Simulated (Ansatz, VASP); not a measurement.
**Two plane-wave programs on CoW3**

Contents of INCAR:

```
PREC     = Accurate       # precision mode
ENCUT    = 520            # plane-wave cutoff, eV
EDIFF    = 1E-6           # SCF threshold, eV
ISMEAR   = 0              # smearing method
SIGMA    = 0.15           # smearing width, eV
LREAL    = False          # projectors in reciprocal space
LASPH    = True           # aspherical terms in the spheres
NELM     = 60             # most SCF steps
ALGO     = Fast           # electronic algorithm
ISIF     = 2              # what is computed and relaxed
LWAVE    = False          # write WAVECAR
LCHARG   = False          # write CHGCAR
GGA      = PS             # functional
NBANDS   = 34             # bands
```

Contents of KPOINTS:

```
regular mesh
0
Gamma
  12 12 12
```

Contents of POSCAR:

```
CoW3
1.0
    3.7617888524      0.0000000000      0.0000000000
    0.0000000000      3.7617888524      0.0000000000
    0.0000000000      0.0000000000      3.8582449768
Co W
1 3
Direct
    0.0000000000      0.0000000000      0.0000000000
    0.0000000000      0.5000000000      0.5000000000
    0.5000000000      0.0000000000      0.5000000000
    0.5000000000      0.5000000000      0.0000000000
```

Input for Ansatz:

```yaml
crystal:
  lattice:
    - [3.7617888524, 0.0, 0.0]
    - [0.0, 3.7617888524, 0.0]
    - [0.0, 0.0, 3.8582449768]
  atoms:
    - { symbol: Co, position: [0.0, 0.0, 0.0] }
    - { symbol: W, position: [0.0, 0.5, 0.5] }
    - { symbol: W, position: [0.5, 0.0, 0.5] }
    - { symbol: W, position: [0.5, 0.5, 0.0] }
basis:
  ecutwfc: 420
kpoints:
  mp_grid: { grid: [12, 12, 12] }
hamiltonian:
  xc: pbesol
scf:
  occupations: { method: gaussian, width: 0.15 }
output:
  forces: true
  stress: true
  eigenvalues: true
```

Change from the starting cell: strain -0.025 along x and y, +0.000 along z, atoms carried along.

Alike in both runs: task single point; functional PBEsol; k mesh 12 × 12 × 12; occupations gaussian, width 0.15 eV; no spin polarisation.

```csv
,VASP,Ansatz
version,VASP 6.6.1,Ansatz 0.2.0
potentials or method,"VASP PAW PBE potentials, release 64 (Co, W_sv), cutoff 520 eV","scalar-relativistic, plane waves, PAW"
valence electrons in the cell,51,59
```

|  | VASP | Ansatz | Ansatz less VASP |
| --- | --- | --- | --- |
| gap on the k mesh at the Fermi level (eV) | none | none | - |
| pressure (GPa) | 17.7 | 16.9 | -0.88 |
| traceless stress, the component that is largest in VASP (GPa) | -0.94 | -0.98 | -0.042 |

VASP's potentials were made for PBE, not for PBEsol. A gap of «none» marks a metal or a gap that the smearing closes. The functional is the same, so the differences come from potentials, cutoffs and numerics. VASP's potentials hold 51 valence electrons a cell and Ansatz's 59, so a difference there can come from the potentials and not from the codes.

Spin-orbit coupling is off throughout.
